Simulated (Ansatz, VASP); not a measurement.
## Two plane-wave programs on Cu

```xyz
3
Lattice="4.0563 0.0000 0.0000 -2.0281 3.5128 0.0000 0.0000 0.0000 2.4865" Properties=species:S:1:pos:R:3 pbc="T T T"
Cu    0.0000    0.0000    0.0000
Cu    0.0000    2.3419    1.2432
Cu    2.0281    1.1709    1.2432
```

Alike in both runs: task relaxation of cell and atoms; functional r2SCAN; k mesh 9 × 9 × 13; occupations fermi-dirac, width 0.1 eV; no spin polarisation.

|  | VASP | Ansatz |
| --- | --- | --- |
| version | VASP 6.6.1 | Ansatz 0.2.0 |
| potentials or method | VASP PAW PBE potentials, release 64 (Cu), cutoff 600 eV | plane waves (500 eV) with PAW, scalar-relativistic |
| valence electrons in the cell | 33 | 57 |

```csv
,VASP,Ansatz,Ansatz less VASP
relaxed volume (Å³/atom),11.70,11.64,-0.054
relaxed length of the cell vector where the two differ most in proportion (Å),2.444,2.440,-0.0041
```

VASP's potentials were made for PBE, not for r2SCAN. VASP's potentials hold 33 valence electrons a cell and Ansatz's 57, so a difference there can come from the potentials and not from the codes.
